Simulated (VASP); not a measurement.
Write the native input for VASP 6.6.1 that does the following.

* Task: single point
* Functional: PBE
* Potentials or basis: VASP PAW PBE potentials, release 64 (Y_sv)
* Cutoff: 520 eV
* k mesh: 6 × 4 × 4
* Occupations: gaussian, width 0.2 eV
* Spin: no spin polarisation
* Dipole correction: no
* Further INCAR settings: ALGO = Fast; EDIFF = 1e-06; NBANDS = 30

The structure of Y lies in POSCAR:

```
Y
1.0
    0.0000000000     -2.5311367328     -2.5316176098
    5.0618737249     -2.5311367328      2.5316176098
   -5.0618737249     -2.5311367328      2.5316176098
Y
4
Direct
    0.0000000000      0.0000000000      0.0000000000
    0.5000000000      1.0000000000      0.5000000000
    0.5000000000      0.5000000000      0.0000000000
    0.0000000000      0.5000000000      0.5000000000
```

This isn't the form of Y at room conditions, which is hcp.

These files were run (other wordings do the same):

INCAR

```
SYSTEM = Y
ALGO = Fast
EDIFF = 1E-6
ENCUT = 520
GGA = PE
ISIF = 2
ISMEAR = 0
LASPH = .True.
LCHARG = .False.
LREAL = .False.
LWAVE = .False.
NBANDS = 30
NELM = 80
PREC = Accurate
SIGMA = 0.2
```

KPOINTS

```
k-points
0
Gamma
  6 4 4
  0 0 0
```

Potentials or basis: VASP PAW PBE potentials, release 64 (Y_sv).

Run with:

```bash
$ cat potpaw_PBE.64/Y_sv/POTCAR > POTCAR
$ mpirun -np 1 vasp_std > vasp.out
```

Results of the run:

```json
{"Pressure": "0.0 GPa", "Band gap on the k mesh": "zero (bands 22 and 23 overlap by 1.09 eV)"}
```

Wall time 120 s on 1 thread of Intel(R) Xeon(R) 6975P-C (Granite Rapids), on a shared host, peak memory 0.3 GiB.
